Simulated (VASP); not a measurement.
# HfSn2S6 (P-3m1) in VASP: single point with PBE

Aim: the single point of HfSn2S6 with PBE.

All numbers are computed with VASP 6.6.1; they aren't measurements. Logs are shortened: lines on timing, memory, paths and dates and some standing lists are left out, and cuts for length are marked.

## Step 1: The cell of the first run

It takes space group P-3m1 (No. 164, trigonal). Conventional cell: a = 3.684 Å, b = 3.684 Å, c = 20.417 Å, α = 90.00°, β = 90.00°, γ = 120.00°. Within 3.4 Å of Hf (site symmetry -3m) lie 6 S at 2.56 Å. Sn (site symmetry 3m) has 6 S at 2.59 Å within 3.4 Å. Within 3.4 Å of S (site symmetry 3m) lie 3 Sn at 2.59 Å. Within 3.4 Å of S (site symmetry 3m) lie 3 Hf at 2.56 Å. S (site symmetry 3m) has 3 Sn at 2.59 Å within 3.4 Å.

## Step 2: Single point, PBE

INCAR

```
SYSTEM = HfSn2S6
PREC = Accurate
ENCUT = 520
EDIFF = 1E-6
ISMEAR = 0
SIGMA = 0.02
LREAL = .False.
LASPH = .True.
NELM = 100
ALGO = Normal
ISIF = 2
LWAVE = .False.
LCHARG = .False.
GGA = PE
NBANDS = 47
```

KPOINTS

```
regular mesh
0
Gamma
  12 12 2
  0 0 0
```

POSCAR

```
HfSn2S6
1.0
    3.6843341924      0.0000000000      0.0000000000
   -1.8421670962      3.1907270066      0.0000000000
    0.0000000000      0.0000000000     20.4166465000
Hf Sn S
1 2 6
Direct
    0.0000000000      0.0000000000      0.0000000000
    0.0000000000      0.0000000000      0.6681740000
    0.0000000000      0.0000000000      0.3318260000
    0.3333333333      0.6666666667      0.7409120000
    0.3333333333      0.6666666667      0.0701020000
    0.3333333333      0.6666666667      0.4045610000
    0.6666666667      0.3333333333      0.9298980000
    0.6666666667      0.3333333333      0.2590880000
    0.6666666667      0.3333333333      0.5954390000
```

Potentials or basis: VASP PAW PBE potentials, release 64 (Hf_pv, Sn_d, S).

Launch:

```
$ cat potpaw_PBE.64/Hf_pv/POTCAR potpaw_PBE.64/Sn_d/POTCAR potpaw_PBE.64/S/POTCAR > POTCAR
$ mpirun -np 1 vasp_std > vasp.out
```

OUTCAR:

```text
SYSTEM = HfSn2S6
   PREC = Accurate
   ENCUT = 520
   EDIFF = 1E-6
   ISMEAR = 0
   LREAL = .False.
   LASPH = .True.
   NELM = 100
   ISIF = 2
   GGA = PE

 ion  position               nearest neighbor table
   1  0.000  0.000  0.000-   5 2.56   7 2.56   5 2.56   7 2.56   7 2.56   5 2.56
   2  0.000  0.000  0.668-   9 2.59   9 2.59   9 2.59   4 2.59   4 2.59   4 2.59
   3  0.000  0.000  0.332-   6 2.59   6 2.59   6 2.59   8 2.59   8 2.59   8 2.59
   4  0.333  0.667  0.741-   2 2.59   2 2.59   2 2.59
   5  0.333  0.667  0.070-   1 2.56   1 2.56   1 2.56
   6  0.333  0.667  0.405-   3 2.59   3 2.59   3 2.59
   7  0.667  0.333  0.930-   1 2.56   1 2.56   1 2.56
   8  0.667  0.333  0.259-   3 2.59   3 2.59   3 2.59
   9  0.667  0.333  0.595-   2 2.59   2 2.59   2 2.59

  LATTYP: Found a hexagonal cell.
 ALAT       =     3.6843341924
 C/A-ratio  =     5.5414751849

  Lattice vectors:

 A1 = (   3.6843341924,   0.0000000000,   0.0000000000)
 A2 = (  -1.8421670962,   3.1907270066,   0.0000000000)
 A3 = (   0.0000000000,   0.0000000000,  20.4166465000)

Analysis of symmetry for initial positions (statically):
=====================================================================
 Subroutine PRICEL returns:
 Original cell was already a primitive cell.

 Routine SETGRP: Setting up the symmetry group for a
 hexagonal supercell.

 Subroutine GETGRP returns: Found 12 space group operations
 (whereof 12 operations were pure point group operations)
 out of a pool of 24 trial point group operations.

The static configuration has the point symmetry D_3d.

Analysis of symmetry for dynamics (positions and initial velocities):
=====================================================================
 Subroutine PRICEL returns:
 Original cell was already a primitive cell.

 Routine SETGRP: Setting up the symmetry group for a
 hexagonal supercell.

 Subroutine GETGRP returns: Found 12 space group operations
 (whereof 12 operations were pure point group operations)
 out of a pool of 24 trial point group operations.

The dynamic configuration has the point symmetry D_3d.

 Subroutine INISYM returns: Found 12 space group operations
 (whereof 12 operations are pure point group operations),
 and found     1 'primitive' translations

----------------------------------------------------------------------------------------

                                     Primitive cell

  volume of cell :     240.0121

  direct lattice vectors                    reciprocal lattice vectors
     3.684334192  0.000000000  0.000000000     0.271419461  0.156704099  0.000000000
    -1.842167096  3.190727007  0.000000000     0.000000000  0.313408198  0.000000000
     0.000000000  0.000000000 20.416646500     0.000000000  0.000000000  0.048979640

  length of vectors
     3.684334192  3.684334192 20.416646500     0.313408198  0.313408198  0.048979640

  position of ions in fractional coordinates (direct lattice)
     0.000000000  0.000000000  0.000000000
     0.000000000  0.000000000  0.668174000
     0.000000000  0.000000000  0.331826000
     0.333333333  0.666666667  0.740912000
     0.333333333  0.666666667  0.070102000
     0.333333333  0.666666667  0.404561000
     0.666666667  0.333333333  0.929898000
     0.666666667  0.333333333  0.259088000
     0.666666667  0.333333333  0.595439000

  ion indices of the primitive-cell ions
   primitive index   ion index
                 1           1
                 2           2
                 3           3
                 4           4
                 5           5
                 6           6
                 7           7
                 8           8
                 9           9

----------------------------------------------------------------------------------------

 KPOINTS: regular mesh

Automatic generation of k-mesh.
 Grid dimensions read from file:
 generate k-points for:   12   12    2

 Generating k-lattice:

  Cartesian coordinates                     Fractional coordinates (reciprocal lattice)
     0.022618288  0.013058675  0.000000000     0.083333333  0.000000000  0.000000000
     0.000000000  0.026117350  0.000000000     0.000000000  0.083333333  0.000000000
     0.000000000  0.000000000  0.024489820     0.000000000  0.000000000  0.500000000

  Length of vectors
     0.026117350  0.026117350  0.024489820

  Shift w.r.t. Gamma in fractional coordinates (k-lattice)
     0.000000000  0.000000000  0.000000000

 Subroutine IBZKPT returns following result:
 ===========================================

 Found     38 irreducible k-points:

 Following reciprocal coordinates:
            Coordinates               Weight
  0.000000  0.000000  0.000000      1.000000
  0.083333  0.000000  0.000000      6.000000
  0.166667  0.000000  0.000000      6.000000
  0.250000  0.000000  0.000000      6.000000
  0.333333  0.000000  0.000000      6.000000
  0.416667  0.000000  0.000000      6.000000
[... 16 lines left out ...]
  0.250000  0.000000  0.500000      6.000000
  0.333333  0.000000  0.500000      6.000000
 [... further k-points ...]
   k-points           NKPTS =     38   k-points in BZ     NKDIM =     38   number of bands    NBANDS=     47
   number of dos      NEDOS =    301   number of ions     NIONS =      9
   total plane-waves  NPLWV = 125440
   dimension x,y,z NGX =    28 NGY =   28 NGZ =  160
   dimension x,y,z NGXF=    56 NGYF=   56 NGZF=  320
   ions per type =               1   2   6
   NGX,Y,Z   is equivalent  to a cutoff of  12.63, 12.63, 13.03 a.u.
   NGXF,Y,Z  is equivalent  to a cutoff of  25.27, 25.27, 26.06 a.u.
 SYSTEM =  HfSn2S6
   PREC   = accura    normal or accurate (medium, high low for compatibility)
   ISTART =      0    job   : 0-new  1-cont  2-samecut
   ICHARG =      2    charge: 1-file 2-atom 10-const
   ISPIN  =      1    spin polarized calculation?
   LNONCOLLINEAR =      F non collinear calculations
   LSORBIT =      F    spin-orbit coupling
   LASPH  =      T    aspherical Exc in radial PAW
   ENCUT  =  520.0 eV  38.22 Ry    6.18 a.u.   6.85  6.85 37.96*2*pi/ulx,y,z
   NELM   =    100;   NELMIN=  2; NELMDL= -5     # of ELM steps
   EDIFF  = 0.1E-05   stopping-criterion for ELM
   LREAL  =      F    real-space projection
   EDIFFG = 0.1E-04   stopping-criterion for IOM
   NSW    =      0    number of steps for IOM
   IBRION =     -1    ionic relax: 0-MD 1-quasi-New 2-CG
   NFREE  =      0    steps in history (QN), initial steepest desc. (CG)
   ISIF   =      2    stress and relaxation
   ISYM   =      2    0-nonsym 1-usesym 2-fastsym
   POTIM  = 0.5000    time-step for ionic-motion
   TEBEG  =    0.0;   TEEND  =   0.0 temperature during run
   PSTRESS=    0.0 pullay stress
   NELECT =      74.0000    total number of electrons
   NUPDOWN=      -1.0000    fix difference up-down
   EMIN   =  10.00;   EMAX   =-10.00  energy-range for DOS
   EFERMI =   0.00;   METHOD = LEGACY
   ISMEAR =     0;   SIGMA  =   0.02  broadening in eV -4-tet -1-fermi 0-gaus
   EFERMI_NEDOS =   21; number of points for ismear=-14 and -15
   IALGO  =     38    algorithm
   IMIX   =      4    mixing-type and parameters
     AMIX     =   0.40;   BMIX     =  1.00
     AMIX_MAG =   1.60;   BMIX_MAG =  1.00
  volume/ion in A,a.u.               =      26.67       179.96
  Fermi-wavevector in a.u.,A,eV,Ry     =   1.105964  2.089969 16.642057  1.223157
  Thomas-Fermi vector in A             =   2.242459
   LORBIT       =      0    0 simple, 1 ext, 2 COOP (PROOUT), +10 PAW based schemes
   GGA     = PE    functional components
   LHFCALC =     F    Hartree Fock is set to
   AEXX    =    0.0000 exact exchange contribution
   IVDW    =     0    specifies the selected vdW correction
   LEPSILON=     F    determine dielectric tensor
   LRPA    =     F    only Hartree local field effects (RPA)
 non-spin polarized calculation
 Gauss-broadening in eV      SIGMA  =   0.02
  energy-cutoff  :      520.00
  volume of cell :      240.01
 maximum number of plane-waves:      6504
 NGX is ok and might be reduce to    28
   NGX = 13   NGY = 13   NGZ = 75

 number of electron      74.0000014 magnetization

 Free energy of the ion-electron system (eV)
  ---------------------------------------------------
  ext. energy  EPLUGINS =         0.00000000
  ---------------------------------------------------
  free energy    TOTEN  =       -49.36771972 eV

  energy without entropy =      -49.36771972  energy(sigma->0) =      -49.36771972

 E-fermi :   2.7888     XC(G=0):  -8.6249

 val. band max:        2.5906462033   @ k =   0.0000   0.0000   0.5000
 cond. band min:       3.8133050261   @ k =   0.5000   0.0000   0.5000
 fundamental gap:      1.2226588228
 Fermi energy:         2.7888004662

 k-point     1 :       0.0000    0.0000    0.0000
  band No.  band energies     occupation
      1     -28.0937      2.00000
      2     -27.9860      2.00000
      3     -27.9860      2.00000
      4     -18.4624      2.00000
      5     -18.4624      2.00000
      6     -18.4624      2.00000
[... 39 lines left out ...]
     46       7.7233      0.00000
     47       7.7426      0.00000

 k-point     2 :       0.0833    0.0000    0.0000
  band No.  band energies     occupation
      1     -28.0916      2.00000
      2     -27.9970      2.00000
      3     -27.9885      2.00000
      4     -18.4661      2.00000
      5     -18.4661      2.00000
      6     -18.4585      2.00000
[... 39 lines left out ...]
     46       7.6814      0.00000
     47       7.9165      0.00000

 k-point     3 :       0.1667    0.0000    0.0000
  band No.  band energies     occupation
      1     -28.0860      2.00000
      2     -28.0270      2.00000
      3     -27.9953      2.00000
      4     -18.4774      2.00000
      5     -18.4774      2.00000
      6     -18.4488      2.00000
[... 1039 lines left out ...]
     46       8.3070      0.00000
     47       8.4768      0.00000

 k-point    24 :       0.3333    0.0000    0.5000
  band No.  band energies     occupation
      1     -28.1082      2.00000
      2     -28.0700      2.00000
      3     -28.0138      2.00000
      4     -18.5127      2.00000
      5     -18.5127      2.00000
      6     -18.4337      2.00000
[... 39 lines left out ...]
     46       8.5087      0.00000
     47       8.6137      0.00000

 [... further k-points ...]
[... 5 lines left out ...]
  --------------------------------------------------------------------------------------
  -------------------------------------------------------------------------------------
  Total       -0.3463824     -0.3463824     -0.2617713      0.0000000     -0.0000000      0.0000000
  in kB       -2.3122424     -2.3122424     -1.7474288      0.0000000     -0.0000000      0.0000000
  external PRESSURE =      -2.1239712 kB  Pullay stress =       0.0000000 kB

 VOLUME and BASIS-vectors are now :
 -----------------------------------------------------------------------------
  energy-cutoff  :      520.00
  volume of cell :      240.01
      direct lattice vectors                 reciprocal lattice vectors
     3.684334192  0.000000000  0.000000000     0.271419461  0.156704099  0.000000000
    -1.842167096  3.190727007  0.000000000     0.000000000  0.313408198  0.000000000
     0.000000000  0.000000000 20.416646500     0.000000000  0.000000000  0.048979640

 POSITION                                       TOTAL-FORCE (eV/Angst)
 -----------------------------------------------------------------------------------
      0.00000      0.00000      0.00000         0.000000      0.000000      0.000000
      0.00000      0.00000     13.64187        -0.000000      0.000000      0.000312
      0.00000      0.00000      6.77477         0.000000     -0.000000     -0.000312
     -0.00000      2.12715     15.12694        -0.000000      0.000000     -0.014635
     -0.00000      2.12715      1.43125         0.000000      0.000000     -0.063014
     -0.00000      2.12715      8.25978        -0.000000      0.000000     -0.014456
      1.84217      1.06358     18.98540        -0.000000      0.000000      0.063014
      1.84217      1.06358      5.28971         0.000000     -0.000000      0.014635
      1.84217      1.06358     12.15687         0.000000     -0.000000      0.014456
 -----------------------------------------------------------------------------------
    total drift:                               -0.000000     -0.000000      0.000000

  FREE ENERGIE OF THE ION-ELECTRON SYSTEM (eV)
  ---------------------------------------------------
  free  energy   TOTEN  =       -49.3677197187 eV

  energy  without entropy=      -49.3677197187  energy(sigma->0) =      -49.36771972
```

It took 16 min on 1 thread of Intel Xeon 8259CL, shared host; peak memory 0.58 GiB.

Results:

```yaml
Free_energy: -49.3677 eV
Pressure: -0.2 GPa
Largest_force: 0.063 eV/Å
Band_gap_on_the_k_mesh: 1.22 eV (least direct gap 1.76 eV)
```

Forces on the atoms (eV/Å):
```
Hf   0.000  0.000  0.000
Sn   0.000  0.000  0.000
Sn   0.000  0.000  0.000
S    0.000  0.000 -0.015
S    0.000  0.000 -0.063
S    0.000  0.000 -0.014
S    0.000  0.000  0.063
S    0.000  0.000  0.015
S    0.000  0.000  0.014
```

Levels at points of the mesh, in eV from the valence-band top:
| k point | band 34 | band 35 | band 36 | band 37 | band 38 | band 39 | band 40 | band 41 |
| --- | --- | --- | --- | --- | --- | --- | --- | --- |
| (0.00, 0.00, 0.00) | -0.39 | -0.39 | 0.00 | 0.00 | 1.94 | 2.11 | 2.11 | 2.29 |
| (0.50, 0.00, 0.00) | -0.81 | -0.77 | -0.56 | -0.54 | 1.24 | 1.26 | 1.45 | 4.02 |
| (0.00, 0.00, 0.50) | -0.39 | -0.39 | 0.00 | 0.00 | 1.99 | 2.11 | 2.11 | 2.24 |
| (0.50, 0.00, 0.50) | -0.80 | -0.78 | -0.56 | -0.54 | 1.22 | 1.29 | 1.44 | 4.02 |

Caveat: spin-orbit coupling is left out, which moves the levels of the heavy elements; this functional lacks dispersion, which binds layers or chains, so the pressure and a relaxed spacing across them are unreliable. A k mesh can miss the band edges.
